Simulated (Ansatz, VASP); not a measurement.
**Two plane-wave programs on W12CO**

The input INCAR:

```
PREC     = Accurate       # precision mode
ENCUT    = 520            # plane-wave cutoff, eV
EDIFF    = 1E-7           # SCF threshold, eV
ISMEAR   = 0              # smearing method
SIGMA    = 0.1            # smearing width, eV
LREAL    = F              # projectors in reciprocal space
LASPH    = T              # aspherical terms in the spheres
NELM     = 100            # most SCF steps
ALGO     = Normal         # electronic algorithm
ISIF     = 2              # what is computed and relaxed
LWAVE    = F              # write WAVECAR
LCHARG   = F              # write CHGCAR
LDIPOL   = T            
IDIPOL   = 3            
DIPOL    = 0.5 0.5 0.304
GGA      = PE             # functional
NBANDS   = 102            # bands
```

KPOINTS

```
regular mesh
0
Gamma
  5 5 1
```

Contents of POSCAR:

```
W12CO
1.0
    5.5140853208      0.0000000000      0.0000000000
   -1.8380284403      5.1987294965      0.0000000000
    0.0000000000      0.0000000000     22.3560050680
W C O
12 1 1
Direct
    0.2500000000      0.2500000000      0.1789228437
    0.2500000000      0.7500000000      0.1789228437
    0.7500000000      0.2500000000      0.1789228437
    0.7500000000      0.7500000000      0.1789228437
    0.0000000000      0.0000000000      0.2763477072
    0.0000000000      0.5000000000      0.2763477072
    0.5000000000      0.0000000000      0.2763477072
    0.5000000000      0.5000000000      0.2763477072
    0.2500000000      0.2500000000      0.3737700471
    0.2500000000      0.7500000000      0.3737700471
    0.7500000000      0.2500000000      0.3737700471
    0.7500000000      0.7500000000      0.3737700471
    0.8223627215      0.5833333333      0.4668099258
    1.0109706119      0.5833333333      0.4668099258
```

Input for Ansatz:

```yaml
crystal:
  lattice:
    - [5.5140853208, 0.0, 0.0]
    - [-1.8380284403, 5.1987294965, 0.0]
    - [0.0, 0.0, 22.356005068]
  atoms:
    - { symbol: W, position: [0.25, 0.25, 0.1789228437] }
    - { symbol: W, position: [0.25, 0.75, 0.1789228437] }
    - { symbol: W, position: [0.75, 0.25, 0.1789228437] }
    - { symbol: W, position: [0.75, 0.75, 0.1789228437] }
    - { symbol: W, position: [0.0, 0.0, 0.2763477072] }
    - { symbol: W, position: [0.0, 0.5, 0.2763477072] }
    - { symbol: W, position: [0.5, 0.0, 0.2763477072] }
    - { symbol: W, position: [0.5, 0.5, 0.2763477072] }
    - { symbol: W, position: [0.25, 0.25, 0.3737700471] }
    - { symbol: W, position: [0.25, 0.75, 0.3737700471] }
    - { symbol: W, position: [0.75, 0.25, 0.3737700471] }
    - { symbol: W, position: [0.75, 0.75, 0.3737700471] }
    - { symbol: C, position: [0.8223627215, 0.5833333333, 0.4668099258] }
    - { symbol: O, position: [1.0109706119, 0.5833333333, 0.4668099258] }
basis:
  ecutwfc: 420
kpoints:
  mp_grid: { grid: [5, 5, 1] }
hamiltonian:
  xc: pbe
scf:
  occupations: { method: gaussian, width: 0.1 }
output:
  forces: true
  eigenvalues: true
  write_density: true
  write_potential: true
  elf: true
  volumetric_format: npy
efield:
  axis: 3
  dipole_correction: true
  ramp_width: 0.04
```

Alike in both runs: task single point; functional PBE; k mesh 5 × 5 × 1; occupations gaussian, width 0.1 eV; no spin polarisation.

```csv
,VASP,Ansatz
version,VASP 6.6.1,Ansatz 0.2.0
potentials or method,"VASP PAW PBE potentials, release 64 (W_sv, C, O), cutoff 520 eV","scalar-relativistic, plane waves, PAW"
valence electrons in the cell,178,178
```

Ansatz gave:

| Item | Value |
| --- | --- |
| gap on the k mesh at the Fermi level (eV) | none |
| rms of the force components (eV/Å) | 4.262 |

Which values does VASP return?

gap on the k mesh at the Fermi level (eV): none; rms of the force components (eV/Å): 4.661.

Atom by atom the forces differ by 0.402 eV/Å (rms over components). A gap of «none» marks a metal or a gap that the smearing closes. Ansatz's warnings: xc potential rough in thin density.

Spin-orbit coupling is off throughout. Noted on VASP's run: the standard files for N, O and F lose accuracy on very short bonds.
